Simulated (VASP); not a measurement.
# Au (Cmme) in VASP: notebook

Runs on Au. Level: PBEsol. Tasks: single point.

Everything below comes from runs of VASP 6.6.1. Logs are shortened: lines on timing, memory, paths and dates and some standing lists are left out, and cuts for length are marked.

## 1. The cell of the first run

The structure is orthorhombic, space group Cmme (No. 67). The conventional cell has a = 3.315 Å, b = 4.687 Å, c = 9.075 Å, α = 90.00°, β = 90.00°, γ = 90.00°. Within 3.5 Å of Au (site symmetry mm2) lie 14 Au at 2.63 to 3.31 Å. Au (site symmetry mm2) has 14 Au at 2.87 to 3.31 Å within 3.8 Å.

## 2. Single point, PBEsol

Input file INCAR:

```
ALGO = Fast
EDIFF = 1E-6
ENCUT = 520
GGA = PS
ISIF = 2
ISMEAR = 0
LASPH = T
LCHARG = T
LELF = T
LREAL = F
LVHAR = T
LWAVE = F
NBANDS = 30
NELM = 60
PREC = Accurate
SIGMA = 0.15
```

Input file KPOINTS:

```
k-points
0
Gamma
  17 17 5
```

Input file POSCAR:

```
Au
1.0
   -1.6572690000      1.6572690000     -1.6572690000
   -1.6572690000     -1.6572690000      1.6572690000
    0.0000000000      6.4169439656      6.4169439656
Au
4
Direct
    0.0000000000      0.0000000000      0.9039258456
    0.5000000000      0.5000000000      0.1291322637
    0.0000000000      0.0000000000      0.3873967910
    0.5000000000      0.5000000000      0.6456613183
```

Potentials or basis: VASP PAW PBE potentials, release 64 (Au).

Command:

```
> cat potpaw_PBE.64/Au/POTCAR > POTCAR
> mpirun -np 1 vasp_std > vasp.out
```

OUTCAR:

```text
EDIFF = 1E-6
   ENCUT = 520
   GGA = PS
   ISIF = 2
   ISMEAR = 0
   LASPH = T
   LREAL = F
   NELM = 60
   PREC = Accurate

 ion  position               nearest neighbor table
   1  0.000  0.000  0.904-   2 2.63   2 2.63   4 2.87   4 2.87   2 3.11   2 3.11   4 3.31   4 3.31

   2  0.500  0.500  0.129-   1 2.63   1 2.63   3 2.87   3 2.87   1 3.11   1 3.11   3 3.31   3 3.31

   3  0.000  0.000  0.387-   2 2.87   4 2.87   2 2.87   4 2.87   2 3.31   4 3.31   2 3.31   4 3.31

   4  0.500  0.500  0.646-   1 2.87   3 2.87   1 2.87   3 2.87   1 3.31   3 3.31   1 3.31   3 3.31

  LATTYP: Found a base centered orthorhombic cell.
 ALAT       =     3.3145380000
 B/A-ratio  =     1.4142135624
 C/A-ratio  =     2.7379167731

  Lattice vectors:

 A1 = (  -1.6572690000,   1.6572690000,  -1.6572690000)
 A2 = (  -1.6572690000,  -1.6572690000,   1.6572690000)
 A3 = (   0.0000000000,   6.4169439656,   6.4169439656)

Analysis of symmetry for initial positions (statically):
=====================================================================
 Subroutine PRICEL returns:
 Original cell was already a primitive cell.

 Routine SETGRP: Setting up the symmetry group for a
 base centered orthorhombic supercell.

 Subroutine GETGRP returns: Found  8 space group operations
 (whereof  4 operations were pure point group operations)
 out of a pool of  8 trial point group operations.

The static configuration has the point symmetry C_2v.
 The point group associated with its full space group is D_2h.

Analysis of symmetry for dynamics (positions and initial velocities):
=====================================================================
 Subroutine PRICEL returns:
 Original cell was already a primitive cell.

 Routine SETGRP: Setting up the symmetry group for a
 base centered orthorhombic supercell.

 Subroutine GETGRP returns: Found  8 space group operations
 (whereof  4 operations were pure point group operations)
 out of a pool of  8 trial point group operations.

The dynamic configuration has the point symmetry C_2v.
 The point group associated with its full space group is D_2h.

 Subroutine INISYM returns: Found  8 space group operations
 (whereof  4 operations are pure point group operations),
 and found     1 'primitive' translations

----------------------------------------------------------------------------------------

                                     Primitive cell

  volume of cell :      70.4976

  direct lattice vectors                    reciprocal lattice vectors
    -1.657269000  1.657269000 -1.657269000    -0.301701172  0.150850586 -0.150850586
    -1.657269000 -1.657269000  1.657269000    -0.301701172 -0.150850586  0.150850586
     0.000000000  6.416943966  6.416943966     0.000000000  0.077918711  0.077918711

  length of vectors
     2.870474110  2.870474110  9.074929185     0.369506963  0.369506963  0.110193697

  position of ions in fractional coordinates (direct lattice)
     0.000000000  0.000000000  0.903925846
     0.500000000  0.500000000  0.129132264
     0.000000000  0.000000000  0.387396791
     0.500000000  0.500000000  0.645661318

  ion indices of the primitive-cell ions
   primitive index   ion index
                 1           1
                 2           2
                 3           3
                 4           4

----------------------------------------------------------------------------------------

 KPOINTS: k-points

Automatic generation of k-mesh.
 Grid dimensions read from file:
 generate k-points for:   17   17    5

 Generating k-lattice:

  Cartesian coordinates                     Fractional coordinates (reciprocal lattice)
    -0.017747128  0.008873564 -0.008873564     0.058823529  0.000000000  0.000000000
    -0.017747128 -0.008873564  0.008873564     0.000000000  0.058823529  0.000000000
     0.000000000  0.015583742  0.015583742     0.000000000  0.000000000  0.200000000

  Length of vectors
     0.021735704  0.021735704  0.022038739

  Shift w.r.t. Gamma in fractional coordinates (k-lattice)
     0.000000000  0.000000000  0.000000000

 Subroutine IBZKPT returns following result:
 ===========================================

 Found    243 irreducible k-points:

 Following reciprocal coordinates:
            Coordinates               Weight
  0.000000  0.000000  0.000000      1.000000
  0.058824  0.000000  0.000000      4.000000
  0.117647  0.000000  0.000000      4.000000
  0.176471  0.000000  0.000000      4.000000
  0.235294  0.000000  0.000000      4.000000
  0.294118  0.000000  0.000000      4.000000
[... 16 lines left out ...]
 -0.176471  0.058824  0.000000      4.000000
 -0.117647  0.058824  0.000000      4.000000
 [... further k-points ...]
   k-points           NKPTS =    243   k-points in BZ     NKDIM =    243   number of bands    NBANDS=     30
   number of dos      NEDOS =    301   number of ions     NIONS =      4
   total plane-waves  NPLWV =  40320
   dimension x,y,z NGX =    24 NGY =   24 NGZ =   70
   dimension x,y,z NGXF=    48 NGYF=   48 NGZF=  140
   ions per type =               4
   NGX,Y,Z   is equivalent  to a cutoff of  13.90, 13.90, 12.82 a.u.
   NGXF,Y,Z  is equivalent  to a cutoff of  27.80, 27.80, 25.65 a.u.
 SYSTEM =  unknown system
   PREC   = accura    normal or accurate (medium, high low for compatibility)
   ISTART =      0    job   : 0-new  1-cont  2-samecut
   ICHARG =      2    charge: 1-file 2-atom 10-const
   ISPIN  =      1    spin polarized calculation?
   LNONCOLLINEAR =      F non collinear calculations
   LSORBIT =      F    spin-orbit coupling
   LASPH  =      T    aspherical Exc in radial PAW
   ENCUT  =  520.0 eV  38.22 Ry    6.18 a.u.   5.34  5.34 16.87*2*pi/ulx,y,z
   NELM   =     60;   NELMIN=  2; NELMDL= -5     # of ELM steps
   EDIFF  = 0.1E-05   stopping-criterion for ELM
   LREAL  =      F    real-space projection
   EDIFFG = 0.1E-04   stopping-criterion for IOM
   NSW    =      0    number of steps for IOM
   IBRION =     -1    ionic relax: 0-MD 1-quasi-New 2-CG
   NFREE  =      0    steps in history (QN), initial steepest desc. (CG)
   ISIF   =      2    stress and relaxation
   ISYM   =      2    0-nonsym 1-usesym 2-fastsym
   POTIM  = 0.5000    time-step for ionic-motion
   TEBEG  =    0.0;   TEEND  =   0.0 temperature during run
   PSTRESS=    0.0 pullay stress
   NELECT =      44.0000    total number of electrons
   NUPDOWN=      -1.0000    fix difference up-down
   EMIN   =  10.00;   EMAX   =-10.00  energy-range for DOS
   EFERMI =   0.00;   METHOD = LEGACY
   ISMEAR =     0;   SIGMA  =   0.15  broadening in eV -4-tet -1-fermi 0-gaus
   EFERMI_NEDOS =   21; number of points for ismear=-14 and -15
   IALGO  =     68    algorithm
   IMIX   =      4    mixing-type and parameters
     AMIX     =   0.40;   BMIX     =  1.00
     AMIX_MAG =   1.60;   BMIX_MAG =  1.00
  volume/ion in A,a.u.               =      17.62       118.94
  Fermi-wavevector in a.u.,A,eV,Ry     =   1.399053  2.643828 26.631371  1.957351
  Thomas-Fermi vector in A             =   2.522151
   LORBIT       =      0    0 simple, 1 ext, 2 COOP (PROOUT), +10 PAW based schemes
   GGA     = PS    functional components
   LHFCALC =     F    Hartree Fock is set to
   AEXX    =    0.0000 exact exchange contribution
   IVDW    =     0    specifies the selected vdW correction
   LEPSILON=     F    determine dielectric tensor
   LRPA    =     F    only Hartree local field effects (RPA)
 non-spin polarized calculation
 RMM-DIIS sequential band-by-band and
 Gauss-broadening in eV      SIGMA  =   0.15
  energy-cutoff  :      520.00
  volume of cell :       70.50
 maximum number of plane-waves:      1928
 NGX is ok and might be reduce to    24
   NGX = 11   NGY = 11   NGZ = 33

 number of electron      44.0000002 magnetization

 Free energy of the ion-electron system (eV)
  ---------------------------------------------------
  ext. energy  EPLUGINS =         0.00000000
  ---------------------------------------------------
  free energy    TOTEN  =       -15.39748775 eV

  energy without entropy =      -15.38621473  energy(sigma->0) =      -15.39185124

 E-fermi :   8.6824     XC(G=0): -12.6786

 val. band max:        8.6704275546   @ k =  -0.2941   0.2941   0.4000
 cond. band min:       8.7045499801   @ k =  -0.4706   0.1176   0.0000
 fundamental gap:      0.0341224256
 Fermi energy:         8.6823974773

 k-point     1 :       0.0000    0.0000    0.0000
  band No.  band energies     occupation
      1      -0.9100      2.00000
      2       1.0418      2.00000
      3       1.2508      2.00000
      4       1.7803      2.00000
      5       2.8733      2.00000
      6       3.5504      2.00000
[... 22 lines left out ...]
     29      21.8922      0.00000
     30      23.2924      0.00000

 k-point     2 :       0.0588    0.0000    0.0000
  band No.  band energies     occupation
      1      -0.8194      2.00000
      2       1.1212      2.00000
      3       1.3294      2.00000
      4       1.8478      2.00000
      5       2.8928      2.00000
      6       3.5499      2.00000
[... 22 lines left out ...]
     29      21.8601      0.00000
     30      23.1768      0.00000

 k-point     3 :       0.1176    0.0000    0.0000
  band No.  band energies     occupation
      1      -0.5529      2.00000
      2       1.3406      2.00000
      3       1.5434      2.00000
      4       2.0357      2.00000
      5       2.9464      2.00000
      6       3.4667      2.00000
[... 22 lines left out ...]
     29      21.5566      0.00000
     30      22.5317      0.00000

 k-point     4 :       0.1765    0.0000    0.0000
  band No.  band energies     occupation
      1      -0.1279      2.00000
      2       1.6321      2.00000
      3       1.8073      2.00000
      4       2.2961      2.00000
      5       3.0322      2.00000
      6       3.3596      2.00000
[... 616 lines left out ...]
     29      21.9352      0.00000
     30      22.4839      0.00000

 k-point    23 :      -0.1765    0.0588    0.0000
  band No.  band energies     occupation
      1      -0.2157      2.00000
      2       1.5965      2.00000
      3       1.7774      2.00000
      4       2.2459      2.00000
      5       3.1458      2.00000
      6       3.4359      2.00000
[... 22 lines left out ...]
     29      22.1054      0.00000
     30      22.3918      0.00000

 k-point    24 :      -0.1176    0.0588    0.0000
  band No.  band energies     occupation
      1      -0.5847      2.00000
      2       1.3262      2.00000
      3       1.5244      2.00000
      4       2.0110      2.00000
      5       3.0562      2.00000
      6       3.5081      2.00000
[... 22 lines left out ...]
     29      21.7775      0.00000
     30      23.0329      0.00000

 [... further k-points ...]

------------------------ aborting loop because EDIFF is reached ----------------------------------------

  FORCE on cell =-STRESS in cart. coord.  units (eV):
  Direction    XX          YY          ZZ          XY          YZ          ZX
  --------------------------------------------------------------------------------------
  -------------------------------------------------------------------------------------
  Total       -1.1701559     -1.5428923     -1.5428923      0.0000000      1.1021607      0.0000000
  in kB      -26.5937800    -35.0648465    -35.0648465      0.0000000     25.0484724      0.0000000
  external PRESSURE =     -32.2411577 kB  Pullay stress =       0.0000000 kB

 VOLUME and BASIS-vectors are now :
 -----------------------------------------------------------------------------
  energy-cutoff  :      520.00
  volume of cell :       70.50
      direct lattice vectors                 reciprocal lattice vectors
    -1.657269000  1.657269000 -1.657269000    -0.301701172  0.150850586 -0.150850586
    -1.657269000 -1.657269000  1.657269000    -0.301701172 -0.150850586  0.150850586
     0.000000000  6.416943966  6.416943966     0.000000000  0.077918711  0.077918711

 POSITION                                       TOTAL-FORCE (eV/Angst)
 -----------------------------------------------------------------------------------
      0.00000      5.80044      5.80044        -0.000000     -1.183726     -1.183726
     -1.65727      0.82863      0.82863         0.000000      1.183726      1.183726
      0.00000      2.48590      2.48590        -0.000000      0.016160      0.016160
     -1.65727      4.14317      4.14317        -0.000000     -0.016160     -0.016160
 -----------------------------------------------------------------------------------
    total drift:                                0.000000     -0.000011     -0.000011

  FREE ENERGIE OF THE ION-ELECTRON SYSTEM (eV)
  ---------------------------------------------------
  free  energy   TOTEN  =       -15.3974877534 eV

  energy  without entropy=      -15.3862147269  energy(sigma->0) =      -15.39185124
```

It took 3.6 min on 1 thread of Intel Xeon Platinum 8488C (Sapphire Rapids), shared host; peak memory 0.47 GiB.

Results:

| Quantity | Value |
| --- | --- |
| Free energy | -15.3975 eV |
| Pressure | -3.2 GPa |
| Largest force | 1.674 eV/Å |
| Band gap on the k mesh | zero (band 22 reaches 11.81 eV, above the bottom of band 23 at 6.52 eV) |

Forces on the atoms (eV/Å):
```
Au   0.000 -1.184 -1.184
Au   0.000  1.184  1.184
Au   0.000  0.016  0.016
Au   0.000 -0.016 -0.016
```

Stress tensor (GPa, compression positive):
```
-2.66  0.00  0.00
 0.00 -3.51  2.50
 0.00  2.50 -3.51
```

Levels at points of the mesh, in eV from the Fermi level:
```csv
k point,band 18,band 19,band 20,band 21,band 22,band 23,band 24,band 25,band 26,band 27
"(0.00, 0.00, 0.00)",-2.90,-2.88,-2.69,-2.67,-2.59,-1.15,-0.18,3.80,12.01,12.13
```

Caveat: the PAW data sets were made with another functional, which shifts forces and pressure a little; spin-orbit coupling is left out, which moves the levels of the heavy elements.

## 3. Single point, PBEsol

This run uses another cell than the first one, of 19.18 Å³/atom, 1.088 times its volume.

Input file INCAR:

```
ALGO     = Fast           # electronic algorithm
EDIFF    = 1E-7           # SCF threshold, eV
ENCUT    = 520            # plane-wave cutoff, eV
GGA      = PS             # functional
ISIF     = 2              # what is computed and relaxed
ISMEAR   = 0              # smearing method
LASPH    = True           # aspherical terms in the spheres
LCHARG   = True           # write CHGCAR
LELF     = True           # ELF
LREAL    = False          # projectors in reciprocal space
LVHAR    = True         
LWAVE    = False          # write WAVECAR
NBANDS   = 30             # bands
NELM     = 60             # most SCF steps
PREC     = Accurate       # precision mode
SIGMA    = 0.15           # smearing width, eV
```

KPOINTS is that of step 2.

Input file POSCAR:

```
Au
1.0
   -1.6572690000      1.6572690000     -1.6572690000
   -1.6572690000     -1.6572690000      1.6572690000
    0.0000000000      6.9826293906      6.9826293906
Au
4
Direct
    0.0000000000      0.0000000000      0.8306958848
    0.5000000000      0.5000000000      0.1186708407
    0.0000000000      0.0000000000      0.3560125221
    0.5000000000      0.5000000000      0.5933542034
```

Potentials or basis: VASP PAW PBE potentials, release 64 (Au).

Command:

```
> cat potpaw_PBE.64/Au/POTCAR > POTCAR
> mpirun -np 1 vasp_std > vasp.out
```

Run time: 14 min. Hardware: 1 thread of Oxide Virtual Turin-like, shared host; peak memory 0.47 GiB.

The run converged. Its results:

```
Free energy            : -15.0691 eV
Pressure               : -11.9 GPa
Largest force          : 0.347 eV/Å
Band gap on the k mesh : zero (band 22 reaches 10.60 eV, above the bottom of band 23 at 5.15 eV)
```

Forces in eV/Å, atoms in the order of the input:
```
Au   0.000  0.245  0.245
Au   0.000 -0.245 -0.245
Au   0.000  0.009  0.009
Au   0.000 -0.009 -0.009
```

Stress tensor (GPa, compression positive):
```
-12.07   0.00   0.00
  0.00 -11.77  -0.71
  0.00  -0.71 -11.77
```

Levels at points of the mesh, in eV from the Fermi level:
```
           k point  band 18  band 19  band 20  band 21  band 22  band 23  band 24  band 25  band 26  band 27
(0.00, 0.00, 0.00)    -2.62    -2.56    -2.52    -2.38    -2.31    -1.43    -0.43     2.16     9.56    10.93
```

Caveat: the PAW data sets were made with another functional, which shifts forces and pressure a little; spin-orbit coupling is left out, which moves the levels of the heavy elements.

## 4. Single point, PBEsol

This run uses another cell than the first one, of 19.66 Å³/atom, 1.116 times its volume.

Input file INCAR:

```
PREC     = Accurate       # precision mode
ENCUT    = 520            # plane-wave cutoff, eV
EDIFF    = 1E-6           # SCF threshold, eV
ISMEAR   = 0              # smearing method
SIGMA    = 0.15           # smearing width, eV
LREAL    = F              # projectors in reciprocal space
LASPH    = T              # aspherical terms in the spheres
NELM     = 60             # most SCF steps
ALGO     = Fast           # electronic algorithm
ISIF     = 2              # what is computed and relaxed
LWAVE    = F              # write WAVECAR
LCHARG   = F              # write CHGCAR
GGA      = PS             # functional
NBANDS   = 30             # bands
```

Input file KPOINTS:

```
regular mesh
0
Gamma
  17 17 5
```

Input file POSCAR:

```
Au
1.0
   -1.6572690000      1.6572690000     -1.6572690000
   -1.6572690000     -1.6572690000      1.6572690000
    0.0000000000      7.1594060859      7.1594060859
Au
4
Direct
    0.0000000000      0.0000000000      0.8101847319
    0.5000000000      0.5000000000      0.1157406760
    0.0000000000      0.0000000000      0.3472220279
    0.5000000000      0.5000000000      0.5787033799
```

Command:

```
> cat potpaw_PBE.64/Au/POTCAR > POTCAR
> mpirun -np 1 vasp_std > vasp.out
```

Wall time 9.9 min (1 thread of Oxide Virtual Turin-like, shared host); peak memory 0.48 GiB.

It converged, with:

* Free energy: -14.8764 eV
* Pressure: -11.8 GPa
* Largest force: 0.201 eV/Å
* Band gap on the k mesh: zero (band 22 reaches 10.29 eV, above the bottom of band 23 at 4.88 eV)

Forces in eV/Å, atoms in the order of the input:
```
Au   0.000  0.142  0.142
Au   0.000 -0.142 -0.142
Au   0.000  0.020  0.020
Au   0.000 -0.020 -0.020
```

Stress tensor (GPa, compression positive):
```
-12.26   0.00   0.00
  0.00 -11.53  -0.08
  0.00  -0.08 -11.53
```

Levels at points of the mesh, in eV from the Fermi level:
```tsv
k point	band 20	band 21	band 22	band 23	band 24	band 25
(0.00, 0.00, 0.00)	-2.36	-2.30	-2.25	-1.44	-0.40	1.63
```

Caveat: the PAW data sets were made with another functional, which shifts forces and pressure a little; spin-orbit coupling is left out, which moves the levels of the heavy elements.

## 5. The runs side by side

```tsv
cell	further INCAR settings	gap on the mesh (eV)	pressure (GPa)	largest force (eV/Å)
a = 2.870, b = 2.870, c = 9.075 Å, angles 90.0, 90.0, 109.5°, 4 atoms	ALGO = Fast; EDIFF = 1e-06; NBANDS = 30	none	-3.2	1.67
a = 2.870, b = 2.870, c = 9.875 Å, angles 90.0, 90.0, 109.5°, 4 atoms	ALGO = Fast; EDIFF = 1e-07; NBANDS = 30	none	-11.9	0.35
a = 2.870, b = 2.870, c = 10.125 Å, angles 90.0, 90.0, 109.5°, 4 atoms	ALGO = Fast; EDIFF = 1e-06; NBANDS = 30	none	-11.8	0.20
```

Alike in all rows: task single point; level PBEsol; potentials or basis VASP PAW PBE potentials, release 64 (Au); no spin polarisation; k mesh 17 × 17 × 5; cutoff (eV) 520; smearing gaussian 0.15 eV.

Caveats: the PAW data sets were made with another functional, which shifts forces and pressure a little; spin-orbit coupling is left out, which moves the levels of the heavy elements.

Absolute energies hang on the potentials; compare differences alone.
